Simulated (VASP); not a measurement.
# GaN in VASP: settings compared

GaN is run at these levels: r2SCAN, PBE; tasks: single point.

Everything below comes from runs of VASP 6.6.1. Logs are shortened: lines on timing, memory, paths and dates and some standing lists are left out, and cuts for length are marked.

## Step 1: The cell of the first run

It takes space group F-43m (No. 216, cubic). Conventional cell: a = 4.498 Å, b = 4.498 Å, c = 4.498 Å, α = 90.00°, β = 90.00°, γ = 90.00°. Within 2.6 Å of Ga (site symmetry -43m) lie 4 N at 1.95 Å. N (site symmetry -43m) has 4 Ga at 1.95 Å within 2.6 Å.

## Step 2: Single point, r2SCAN

POSCAR reads:

```
GaN
1.0
    0.0000000000      2.2489525436      2.2489525436
    2.2489525436      0.0000000000      2.2489525436
    2.2489525436      2.2489525436      0.0000000000
Ga N
1 1
Direct
    0.0000000000      0.0000000000      0.0000000000
    0.2500000000      0.2500000000      0.2500000000
```

INCAR.step1 reads:

```
SYSTEM = GaN
ALGO = Normal
EDIFF = 1E-4
ENCUT = 520
GGA = PE
ISMEAR = 0
LASPH = .TRUE.
LCHARG = .FALSE.
LREAL = .FALSE.
LWAVE = .TRUE.
NBANDS = 16
NELM = 80
PREC = Accurate
SIGMA = 0.01
```

INCAR.step2 reads:

```
SYSTEM = GaN
ALGO = Normal
EDIFF = 1E-7
ENCUT = 520
ISIF = 2
ISMEAR = 0
ISTART = 1
LASPH = .TRUE.
LCHARG = .FALSE.
LMIXTAU = .TRUE.
LREAL = .FALSE.
LWAVE = .FALSE.
METAGGA = R2SCAN
NBANDS = 16
NELM = 80
PREC = Accurate
SIGMA = 0.01
```

KPOINTS reads:

```
k-points
0
G
  10 10 10
  0 0 0
```

Potentials or basis: VASP PAW PBE potentials, release 64 (Ga_d, N).

On the command line:

```sh
cat potpaw_PBE.64/Ga_d/POTCAR potpaw_PBE.64/N/POTCAR > POTCAR
cp INCAR.step1 INCAR
mpirun -np 1 vasp_std > vasp.out
cp INCAR.step2 INCAR
mpirun -np 1 vasp_std > vasp.out
```

OUTCAR:

```text
SYSTEM = GaN
   EDIFF = 1E-7
   ENCUT = 520
   ISIF = 2
   ISMEAR = 0
   ISTART = 1
   LASPH = .TRUE.
   LREAL = .FALSE.
   METAGGA = R2SCAN
   NELM = 80
   PREC = Accurate

 ion  position               nearest neighbor table
   1  0.000  0.000  0.000-   2 1.95   2 1.95   2 1.95   2 1.95
   2  0.250  0.250  0.250-   1 1.95   1 1.95   1 1.95   1 1.95

  LATTYP: Found a face centered cubic cell.
 ALAT       =     4.4979050872

  Lattice vectors:

 A1 = (   0.0000000000,   2.2489525436,   2.2489525436)
 A2 = (   2.2489525436,   0.0000000000,   2.2489525436)
 A3 = (   2.2489525436,   2.2489525436,   0.0000000000)

Analysis of symmetry for initial positions (statically):
=====================================================================
 Subroutine PRICEL returns:
 Original cell was already a primitive cell.

 Routine SETGRP: Setting up the symmetry group for a
 face centered cubic supercell.

 Subroutine GETGRP returns: Found 24 space group operations
 (whereof 24 operations were pure point group operations)
 out of a pool of 48 trial point group operations.

The static configuration has the point symmetry T_d .

Analysis of symmetry for dynamics (positions and initial velocities):
=====================================================================
 Subroutine PRICEL returns:
 Original cell was already a primitive cell.

 Routine SETGRP: Setting up the symmetry group for a
 face centered cubic supercell.

 Subroutine GETGRP returns: Found 24 space group operations
 (whereof 24 operations were pure point group operations)
 out of a pool of 48 trial point group operations.

The dynamic configuration has the point symmetry T_d .

 Subroutine INISYM returns: Found 24 space group operations
 (whereof 24 operations are pure point group operations),
 and found     1 'primitive' translations

----------------------------------------------------------------------------------------

                                     Primitive cell

  volume of cell :      22.7494

  direct lattice vectors                    reciprocal lattice vectors
     0.000000000  2.248952544  2.248952544    -0.222325723  0.222325723  0.222325723
     2.248952544  0.000000000  2.248952544     0.222325723 -0.222325723  0.222325723
     2.248952544  2.248952544  0.000000000     0.222325723  0.222325723 -0.222325723

  length of vectors
     3.180499188  3.180499188  3.180499188     0.385079448  0.385079448  0.385079448

  position of ions in fractional coordinates (direct lattice)
     0.000000000  0.000000000  0.000000000
     0.250000000  0.250000000  0.250000000

  ion indices of the primitive-cell ions
   primitive index   ion index
                 1           1
                 2           2

----------------------------------------------------------------------------------------

 KPOINTS: k-points

Automatic generation of k-mesh.
 Grid dimensions read from file:
 generate k-points for:   10   10   10

 Generating k-lattice:

  Cartesian coordinates                     Fractional coordinates (reciprocal lattice)
    -0.022232572  0.022232572  0.022232572     0.100000000  0.000000000  0.000000000
     0.022232572 -0.022232572  0.022232572     0.000000000  0.100000000  0.000000000
     0.022232572  0.022232572 -0.022232572     0.000000000  0.000000000  0.100000000

  Length of vectors
     0.038507945  0.038507945  0.038507945

  Shift w.r.t. Gamma in fractional coordinates (k-lattice)
     0.000000000  0.000000000  0.000000000

 Subroutine IBZKPT returns following result:
 ===========================================

 Found     47 irreducible k-points:

 Following reciprocal coordinates:
            Coordinates               Weight
  0.000000  0.000000  0.000000      1.000000
  0.100000  0.000000  0.000000      8.000000
  0.200000  0.000000  0.000000      8.000000
  0.300000  0.000000  0.000000      8.000000
  0.400000  0.000000  0.000000      8.000000
  0.500000  0.000000  0.000000      4.000000
[... 16 lines left out ...]
  0.300000  0.300000  0.000000      6.000000
  0.400000  0.300000  0.000000     24.000000
 [... further k-points ...]
   k-points           NKPTS =     47   k-points in BZ     NKDIM =     47   number of bands    NBANDS=     16
   number of dos      NEDOS =    301   number of ions     NIONS =      2
   total plane-waves  NPLWV =  13824
   dimension x,y,z NGX =    24 NGY =   24 NGZ =   24
   dimension x,y,z NGXF=    48 NGYF=   48 NGZF=   48
   ions per type =               1   1
   NGX,Y,Z   is equivalent  to a cutoff of  12.54, 12.54, 12.54 a.u.
   NGXF,Y,Z  is equivalent  to a cutoff of  25.09, 25.09, 25.09 a.u.
 SYSTEM =  GaN
   PREC   = accura    normal or accurate (medium, high low for compatibility)
   ISTART =      1    job   : 0-new  1-cont  2-samecut
   ICHARG =      0    charge: 1-file 2-atom 10-const
   ISPIN  =      1    spin polarized calculation?
   LNONCOLLINEAR =      F non collinear calculations
   LSORBIT =      F    spin-orbit coupling
   LASPH  =      T    aspherical Exc in radial PAW
   ENCUT  =  520.0 eV  38.22 Ry    6.18 a.u.   5.91  5.91  5.91*2*pi/ulx,y,z
   NELM   =     80;   NELMIN=  2; NELMDL=  0     # of ELM steps
   EDIFF  = 0.1E-06   stopping-criterion for ELM
   LREAL  =      F    real-space projection
   EDIFFG = 0.1E-05   stopping-criterion for IOM
   NSW    =      0    number of steps for IOM
   IBRION =     -1    ionic relax: 0-MD 1-quasi-New 2-CG
   NFREE  =      0    steps in history (QN), initial steepest desc. (CG)
   ISIF   =      2    stress and relaxation
   ISYM   =      2    0-nonsym 1-usesym 2-fastsym
   POTIM  = 0.5000    time-step for ionic-motion
   TEBEG  =    0.0;   TEEND  =   0.0 temperature during run
   PSTRESS=    0.0 pullay stress
   NELECT =      18.0000    total number of electrons
   NUPDOWN=      -1.0000    fix difference up-down
   EMIN   =  10.00;   EMAX   =-10.00  energy-range for DOS
   EFERMI =   0.00;   METHOD = LEGACY
   ISMEAR =     0;   SIGMA  =   0.01  broadening in eV -4-tet -1-fermi 0-gaus
   EFERMI_NEDOS =   21; number of points for ismear=-14 and -15
   IALGO  =     38    algorithm
   IMIX   =      4    mixing-type and parameters
     AMIX     =   0.40;   BMIX     =  1.00
     AMIX_MAG =   1.60;   BMIX_MAG =  1.00
  volume/ion in A,a.u.               =      11.37        76.76
  Fermi-wavevector in a.u.,A,eV,Ry     =   1.514173  2.861371 31.194330  2.292719
  Thomas-Fermi vector in A             =   2.623866
   LORBIT       =      0    0 simple, 1 ext, 2 COOP (PROOUT), +10 PAW based schemes
   METAGGA = R2SCAN    functional components
   LHFCALC =     F    Hartree Fock is set to
   AEXX    =    0.0000 exact exchange contribution
   IVDW    =     0    specifies the selected vdW correction
   LEPSILON=     F    determine dielectric tensor
   LRPA    =     F    only Hartree local field effects (RPA)
 non-spin polarized calculation
 Gauss-broadening in eV      SIGMA  =   0.01
  energy-cutoff  :      520.00
  volume of cell :       22.75
 maximum number of plane-waves:       622
   NGX = 11   NGY = 11   NGZ = 11

 number of electron      18.0000009 magnetization

 Free energy of the ion-electron system (eV)
  ---------------------------------------------------
  ext. energy  EPLUGINS =         0.00000000
  ---------------------------------------------------
  free energy    TOTEN  =       -21.89635300 eV

  energy without entropy =      -21.89635300  energy(sigma->0) =      -21.89635300

 E-fermi :   5.2503     XC(G=0): -12.6706

 val. band max:        5.0824674884   @ k =   0.0000   0.0000   0.0000
 cond. band min:       7.2422161599   @ k =   0.0000   0.0000   0.0000
 fundamental gap:      2.1597486716
 Fermi energy:         5.2503079363

 k-point     1 :       0.0000    0.0000    0.0000
  band No.  band energies     occupation
      1     -11.7005      2.00000
      2      -8.7527      2.00000
      3      -8.7527      2.00000
      4      -8.7527      2.00000
      5      -8.3955      2.00000
      6      -8.3955      2.00000
[... 8 lines left out ...]
     15      24.8570      0.00000
     16      24.8570      0.00000

 k-point     2 :       0.1000    0.0000    0.0000
  band No.  band energies     occupation
      1     -11.5885      2.00000
      2      -8.7383      2.00000
      3      -8.7383      2.00000
      4      -8.7126      2.00000
      5      -8.3968      2.00000
      6      -8.3968      2.00000
[... 8 lines left out ...]
     15      23.4350      0.00000
     16      23.5478      0.00000

 k-point     3 :       0.2000    0.0000    0.0000
  band No.  band energies     occupation
      1     -11.3017      2.00000
      2      -8.7043      2.00000
      3      -8.7043      2.00000
      4      -8.5515      2.00000
      5      -8.3955      2.00000
      6      -8.3955      2.00000
[... 8 lines left out ...]
     15      22.6447      0.00000
     16      22.6447      0.00000

 k-point     4 :       0.3000    0.0000    0.0000
  band No.  band energies     occupation
      1     -10.9797      2.00000
      2      -8.6728      2.00000
      3      -8.6728      2.00000
      4      -8.3824      2.00000
      5      -8.3824      2.00000
      6      -8.1747      2.00000
[... 8 lines left out ...]
     15      23.2035      0.00000
     16      23.2036      0.00000
[... 324 lines left out ...]
 k-point    22 :      -0.2000    0.2000    0.0000
  band No.  band energies     occupation
      1     -10.8800      2.00000
      2      -8.6520      2.00000
      3      -8.6420      2.00000
      4      -8.4178      2.00000
      5      -8.4121      2.00000
      6      -8.0043      2.00000
[... 8 lines left out ...]
     15      23.4738      0.00000
     16      26.7181      0.00000

 k-point    23 :       0.3000    0.3000    0.0000
  band No.  band energies     occupation
      1     -10.7825      2.00000
      2      -8.5783      2.00000
      3      -8.5511      2.00000
      4      -8.5511      2.00000
      5      -8.3428      2.00000
      6      -7.9979      2.00000
[... 8 lines left out ...]
     15      27.9621      0.00000
     16      28.6983      0.00000

 k-point    24 :       0.4000    0.3000    0.0000
  band No.  band energies     occupation
      1     -10.6365      2.00000
      2      -8.5977      2.00000
      3      -8.5133      2.00000
      4      -8.5101      2.00000
      5      -8.3327      2.00000
      6      -7.5769      2.00000
[... 8 lines left out ...]
     15      28.4580      0.00000
     16      28.5421      0.00000

 [... further k-points ...]
[... 5 lines left out ...]
  --------------------------------------------------------------------------------------
  -------------------------------------------------------------------------------------
  Total        0.1564621      0.1564621      0.1564621     -0.0000000     -0.0000000      0.0000000
  in kB       11.0191694     11.0191694     11.0191694     -0.0000000     -0.0000000      0.0000000
  external PRESSURE =      11.0191694 kB  Pullay stress =       0.0000000 kB

 VOLUME and BASIS-vectors are now :
 -----------------------------------------------------------------------------
  energy-cutoff  :      520.00
  volume of cell :       22.75
      direct lattice vectors                 reciprocal lattice vectors
     0.000000000  2.248952544  2.248952544    -0.222325723  0.222325723  0.222325723
     2.248952544  0.000000000  2.248952544     0.222325723 -0.222325723  0.222325723
     2.248952544  2.248952544  0.000000000     0.222325723  0.222325723 -0.222325723

 POSITION                                       TOTAL-FORCE (eV/Angst)
 -----------------------------------------------------------------------------------
      0.00000      0.00000      0.00000        -0.000000     -0.000000     -0.000000
      1.12448      1.12448      1.12448         0.000000      0.000000      0.000000
 -----------------------------------------------------------------------------------
    total drift:                                0.000008      0.000008      0.000008

  FREE ENERGIE OF THE ION-ELECTRON SYSTEM (eV)
  ---------------------------------------------------
  free  energy   TOTEN  =       -21.8963529951 eV

  energy  without entropy=      -21.8963529951  energy(sigma->0) =      -21.89635300
```

Run time: 55 s. Hardware: 1 thread of Intel Xeon Platinum 8259CL at 2.50GHz (Skylake/Cascade Lake), shared host; peak memory 0.15 GiB.

What came out:

* Free energy: -21.8964 eV
* Pressure: 1.1 GPa
* Band gap on the k mesh: 2.16 eV, direct

Levels at points of the mesh, in eV from the valence-band top:
```
           k point  band 6  band 7  band 8  band 9  band 10  band 11  band 12  band 13
(0.00, 0.00, 0.00)  -13.48    0.00    0.00    0.00     2.16    11.04    11.04    11.04
(0.50, 0.00, 0.00)  -12.35   -7.20   -1.00   -1.00     5.21     9.47    11.03    11.03
(0.50, 0.50, 0.00)  -11.97   -6.24   -2.80   -2.80     3.77     7.28    12.63    15.01
```

Caveat: the PAW data sets were made with another functional, which shifts forces and pressure a little. r2SCAN opens gaps a little over a GGA but as a rule still falls short of measured ones.

[end of part 1 of 2]
